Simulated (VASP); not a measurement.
# TiAl (vib) (P4/mmm) in VASP: a series of runs

Runs on TiAl (vib). Level: LDA. Tasks: single point.

All numbers are computed with VASP 6.6.1; they aren't measurements. Logs are shortened: lines on timing, memory, paths and dates and some standing lists are left out, and cuts for length are marked.

### Step 1. The cell of the first run

Symmetry: P4/mmm, No. 123, tetragonal system. The conventional cell has a = 2.811 Å, b = 2.811 Å, c = 4.066 Å, α = 90.00°, β = 90.00°, γ = 90.00°. Within 3.7 Å of Ti (site symmetry 4/mmm) lie 4 Ti at 2.81 Å and 8 Al at 2.84 Å. Within 3.7 Å of Al (site symmetry 4/mmm) lie 4 Al at 2.81 Å and 8 Ti at 2.84 Å.

### Step 2. Single point, LDA

The input, INCAR:

```
PREC = Accurate ; ENCUT = 520
EDIFF = 1E-6 ; ISMEAR = 0
SIGMA = 0.1 ; LREAL = F
LASPH = T ; NELM = 80
ALGO = Normal ; ISIF = 2
LWAVE = F ; LCHARG = F
GGA = CA ; NBANDS = 14
```

The input, KPOINTS:

```
regular mesh
0
Gamma
  6 6 4
```

The input, POSCAR:

```
TiAl
1.0
    2.8107518100      0.0000000000      0.0000000000
    0.0000000000      2.8107518100      0.0000000000
    0.0000000000      0.0000000000      4.0664219200
Ti Al
1 1
Direct
    0.5000000000      0.5000000000      0.5000000000
    0.0000000000      0.0000000000      0.0000000000
```

Potentials or basis: VASP PAW LDA potentials, release 64 (Ti_sv, Al).

The run is started by

```bash
cat potpaw_LDA.64/Ti_sv/POTCAR potpaw_LDA.64/Al/POTCAR > POTCAR
mpirun -np 1 vasp_std > vasp.out
```

OUTCAR:

```text
PREC = Accurate
   ENCUT = 520
   EDIFF = 1E-6
   ISMEAR = 0
   LREAL = F
   LASPH = T
   NELM = 80
   ISIF = 2
   GGA = CA

 ion  position               nearest neighbor table
   1  0.500  0.500  0.500-   2 2.84   2 2.84   2 2.84   2 2.84   2 2.84   2 2.84   2 2.84   2 2.84

   2  0.000  0.000  0.000-   1 2.84   1 2.84   1 2.84   1 2.84   1 2.84   1 2.84   1 2.84   1 2.84

  LATTYP: Found a simple tetragonal cell.
 ALAT       =     2.8107518100
 C/A-ratio  =     1.4467381665

  Lattice vectors:

 A1 = (   2.8107518100,   0.0000000000,   0.0000000000)
 A2 = (   0.0000000000,   2.8107518100,   0.0000000000)
 A3 = (   0.0000000000,   0.0000000000,   4.0664219200)

Analysis of symmetry for initial positions (statically):
=====================================================================
 Subroutine PRICEL returns:
 Original cell was already a primitive cell.

 Routine SETGRP: Setting up the symmetry group for a
 simple tetragonal supercell.

 Subroutine GETGRP returns: Found 16 space group operations
 (whereof 16 operations were pure point group operations)
 out of a pool of 16 trial point group operations.

The static configuration has the point symmetry D_4h.

Analysis of symmetry for dynamics (positions and initial velocities):
=====================================================================
 Subroutine PRICEL returns:
 Original cell was already a primitive cell.

 Routine SETGRP: Setting up the symmetry group for a
 simple tetragonal supercell.

 Subroutine GETGRP returns: Found 16 space group operations
 (whereof 16 operations were pure point group operations)
 out of a pool of 16 trial point group operations.

The dynamic configuration has the point symmetry D_4h.

 Subroutine INISYM returns: Found 16 space group operations
 (whereof 16 operations are pure point group operations),
 and found     1 'primitive' translations

----------------------------------------------------------------------------------------

                                     Primitive cell

  volume of cell :      32.1261

  direct lattice vectors                    reciprocal lattice vectors
     2.810751810  0.000000000  0.000000000     0.355776699  0.000000000  0.000000000
     0.000000000  2.810751810  0.000000000     0.000000000  0.355776699  0.000000000
     0.000000000  0.000000000  4.066421920     0.000000000  0.000000000  0.245916439

  length of vectors
     2.810751810  2.810751810  4.066421920     0.355776699  0.355776699  0.245916439

  position of ions in fractional coordinates (direct lattice)
     0.500000000  0.500000000  0.500000000
     0.000000000  0.000000000  0.000000000

  ion indices of the primitive-cell ions
   primitive index   ion index
                 1           1
                 2           2

----------------------------------------------------------------------------------------

 KPOINTS: regular mesh

Automatic generation of k-mesh.
 Grid dimensions read from file:
 generate k-points for:    6    6    4

 Generating k-lattice:

  Cartesian coordinates                     Fractional coordinates (reciprocal lattice)
     0.059296116  0.000000000  0.000000000     0.166666667  0.000000000  0.000000000
     0.000000000  0.059296116  0.000000000     0.000000000  0.166666667  0.000000000
     0.000000000  0.000000000  0.061479110     0.000000000  0.000000000  0.250000000

  Length of vectors
     0.059296116  0.059296116  0.061479110

  Shift w.r.t. Gamma in fractional coordinates (k-lattice)
     0.000000000  0.000000000  0.000000000

 Subroutine IBZKPT returns following result:
 ===========================================

 Found     30 irreducible k-points:

 Following reciprocal coordinates:
            Coordinates               Weight
  0.000000  0.000000  0.000000      1.000000
  0.166667  0.000000  0.000000      4.000000
  0.333333  0.000000  0.000000      4.000000
  0.500000  0.000000  0.000000      2.000000
  0.166667  0.166667  0.000000      4.000000
  0.333333  0.166667  0.000000      8.000000
[... 16 lines left out ...]
  0.333333  0.000000  0.500000      4.000000
  0.500000  0.000000  0.500000      2.000000
 [... further k-points ...]
   k-points           NKPTS =     30   k-points in BZ     NKDIM =     30   number of bands    NBANDS=     14
   number of dos      NEDOS =    301   number of ions     NIONS =      2
   total plane-waves  NPLWV =  17280
   dimension x,y,z NGX =    24 NGY =   24 NGZ =   30
   dimension x,y,z NGXF=    48 NGYF=   48 NGZF=   60
   ions per type =               1   1
   NGX,Y,Z   is equivalent  to a cutoff of  14.20, 14.20, 12.26 a.u.
   NGXF,Y,Z  is equivalent  to a cutoff of  28.39, 28.39, 24.53 a.u.
 SYSTEM =  unknown system
   PREC   = accura    normal or accurate (medium, high low for compatibility)
   ISTART =      0    job   : 0-new  1-cont  2-samecut
   ICHARG =      2    charge: 1-file 2-atom 10-const
   ISPIN  =      1    spin polarized calculation?
   LNONCOLLINEAR =      F non collinear calculations
   LSORBIT =      F    spin-orbit coupling
   LASPH  =      T    aspherical Exc in radial PAW
   ENCUT  =  520.0 eV  38.22 Ry    6.18 a.u.   5.23  5.23  7.56*2*pi/ulx,y,z
   NELM   =     80;   NELMIN=  2; NELMDL= -5     # of ELM steps
   EDIFF  = 0.1E-05   stopping-criterion for ELM
   LREAL  =      F    real-space projection
   EDIFFG = 0.1E-04   stopping-criterion for IOM
   NSW    =      0    number of steps for IOM
   IBRION =     -1    ionic relax: 0-MD 1-quasi-New 2-CG
   NFREE  =      0    steps in history (QN), initial steepest desc. (CG)
   ISIF   =      2    stress and relaxation
   ISYM   =      2    0-nonsym 1-usesym 2-fastsym
   POTIM  = 0.5000    time-step for ionic-motion
   TEBEG  =    0.0;   TEEND  =   0.0 temperature during run
   PSTRESS=    0.0 pullay stress
   NELECT =      15.0000    total number of electrons
   NUPDOWN=      -1.0000    fix difference up-down
   EMIN   =  10.00;   EMAX   =-10.00  energy-range for DOS
   EFERMI =   0.00;   METHOD = LEGACY
   ISMEAR =     0;   SIGMA  =   0.10  broadening in eV -4-tet -1-fermi 0-gaus
   EFERMI_NEDOS =   21; number of points for ismear=-14 and -15
   IALGO  =     38    algorithm
   IMIX   =      4    mixing-type and parameters
     AMIX     =   0.40;   BMIX     =  1.00
     AMIX_MAG =   1.60;   BMIX_MAG =  1.00
  volume/ion in A,a.u.               =      16.06       108.40
  Fermi-wavevector in a.u.,A,eV,Ry     =   1.270046  2.400039 21.946425  1.613017
  Thomas-Fermi vector in A             =   2.403054
   LORBIT       =      0    0 simple, 1 ext, 2 COOP (PROOUT), +10 PAW based schemes
   GGA     = CA    functional components
   LHFCALC =     F    Hartree Fock is set to
   AEXX    =    0.0000 exact exchange contribution
   IVDW    =     0    specifies the selected vdW correction
   LEPSILON=     F    determine dielectric tensor
   LRPA    =     F    only Hartree local field effects (RPA)
 non-spin polarized calculation
 Gauss-broadening in eV      SIGMA  =   0.10
  energy-cutoff  :      520.00
  volume of cell :       32.13
 maximum number of plane-waves:       888
 NGX is ok and might be reduce to    24
   NGX = 11   NGY = 11   NGZ = 15

 number of electron      14.9999999 magnetization

 Free energy of the ion-electron system (eV)
  ---------------------------------------------------
  ext. energy  EPLUGINS =         0.00000000
  ---------------------------------------------------
  free energy    TOTEN  =       -13.56340313 eV

  energy without entropy =      -13.55663059  energy(sigma->0) =      -13.56001686

 E-fermi :   8.1912     XC(G=0): -11.3085

 val. band max:        8.1378334735   @ k =   0.1667   0.0000   0.2500
 cond. band min:       8.2431635378   @ k =   0.1667   0.1667   0.2500
 fundamental gap:      0.1053300643
 Fermi energy:         8.1911612201

 k-point     1 :       0.0000    0.0000    0.0000
  band No.  band energies     occupation
      1     -47.7992      2.00000
      2     -24.5818      2.00000
      3     -24.1155      2.00000
      4     -24.1155      2.00000
      5      -0.8226      2.00000
      6       6.2594      2.00000
      7       7.2839      2.00000
      8       7.8608      2.00000
      9      10.2820      0.00000
     10      10.2820      0.00000
     11      11.4017      0.00000
     12      14.3349      0.00000
     13      16.6388      0.00000
     14      16.6388      0.00000

 k-point     2 :       0.1667    0.0000    0.0000
  band No.  band energies     occupation
      1     -47.7832      2.00000
      2     -24.5663      2.00000
      3     -24.2460      2.00000
      4     -24.1043      2.00000
      5      -0.2763      2.00000
      6       6.6710      2.00000
      7       7.4106      2.00000
      8       7.4410      2.00000
      9      10.3689      0.00000
     10      10.8720      0.00000
     11      10.9302      0.00000
     12      13.1012      0.00000
     13      14.3664      0.00000
     14      17.2979      0.00000

 k-point     3 :       0.3333    0.0000    0.0000
  band No.  band energies     occupation
      1     -47.7510      2.00000
      2     -24.5351      2.00000
      3     -24.5008      2.00000
      4     -24.0816      2.00000
      5       1.2902      2.00000
      6       6.3952      2.00000
      7       6.7171      2.00000
      8       7.4925      2.00000
      9      10.1568      0.00000
     10      10.5488      0.00000
     11      11.6288      0.00000
     12      12.1987      0.00000
     13      14.1475      0.00000
     14      18.0734      0.00000
[... 324 lines left out ...]
 k-point    23 :       0.3333    0.0000    0.5000
  band No.  band energies     occupation
      1     -47.7504      2.00000
      2     -24.5494      2.00000
      3     -24.4985      2.00000
      4     -24.0810      2.00000
      5       2.1665      2.00000
      6       5.1243      2.00000
      7       6.8383      2.00000
      8       7.9968      1.99403
      9       9.3621      0.00000
     10      10.2060      0.00000
     11      10.2970      0.00000
     12      12.6371      0.00000
     13      14.8946      0.00000
     14      19.4099      0.00000

 k-point    24 :       0.5000    0.0000    0.5000
  band No.  band energies     occupation
      1     -47.7342      2.00000
      2     -24.6226      2.00000
      3     -24.5324      2.00000
      4     -24.0697      2.00000
      5       3.2637      2.00000
      6       5.3252      2.00000
      7       6.9621      2.00000
      8       7.1282      2.00000
      9       9.4655      0.00000
     10       9.8728      0.00000
     11      10.4245      0.00000
     12      11.9331      0.00000
     13      13.9130      0.00000
     14      20.4959      0.00000

 [... further k-points ...]
[... 5 lines left out ...]
  --------------------------------------------------------------------------------------
  -------------------------------------------------------------------------------------
  Total       -1.0663306     -1.0663306     -1.0676976      0.0000000     -0.0000000      0.0000000
  in kB      -53.1795932    -53.1795932    -53.2477676      0.0000000     -0.0000000      0.0000000
  external PRESSURE =     -53.2023180 kB  Pullay stress =       0.0000000 kB

 VOLUME and BASIS-vectors are now :
 -----------------------------------------------------------------------------
  energy-cutoff  :      520.00
  volume of cell :       32.13
      direct lattice vectors                 reciprocal lattice vectors
     2.810751810  0.000000000  0.000000000     0.355776699  0.000000000  0.000000000
     0.000000000  2.810751810  0.000000000     0.000000000  0.355776699  0.000000000
     0.000000000  0.000000000  4.066421920     0.000000000  0.000000000  0.245916439

 POSITION                                       TOTAL-FORCE (eV/Angst)
 -----------------------------------------------------------------------------------
      1.40538      1.40538      2.03321         0.000000      0.000000      0.000000
      0.00000      0.00000      0.00000         0.000000      0.000000      0.000000
 -----------------------------------------------------------------------------------
    total drift:                                0.000000      0.000000     -0.000000

  FREE ENERGIE OF THE ION-ELECTRON SYSTEM (eV)
  ---------------------------------------------------
  free  energy   TOTEN  =       -13.5634031282 eV

  energy  without entropy=      -13.5566305888  energy(sigma->0) =      -13.56001686
```

Run time: 8.4 s. Hardware: 1 thread of Intel Xeon Platinum 8259CL at 2.50GHz (Skylake/Cascade Lake), shared host; peak memory 0.13 GiB.

Results:

| Quantity | Value |
| --- | --- |
| Free energy | -13.5634 eV |
| Pressure | -5.3 GPa |

Levels at points of the mesh, in eV from the Fermi level:
```
           k point  band 6  band 7  band 8  band 9  band 10  band 11
(0.00, 0.00, 0.00)   -1.93   -0.91   -0.33    2.09     2.09     3.21
(0.50, 0.00, 0.00)   -4.49   -1.77   -0.33    1.63     2.45     4.32
(0.50, 0.50, 0.00)   -0.42   -0.38   -0.38   -0.29    -0.29     4.22
(0.00, 0.00, 0.50)   -5.25   -0.75    0.52    1.75     1.75     3.22
(0.50, 0.00, 0.50)   -2.87   -1.23   -1.06    1.27     1.68     2.23
(0.50, 0.50, 0.50)   -2.28   -2.28    1.79    2.04     2.82     4.23
```

Caveat: the k points lie up to 0.39 Å⁻¹ apart.

[end of part 1 of 2]
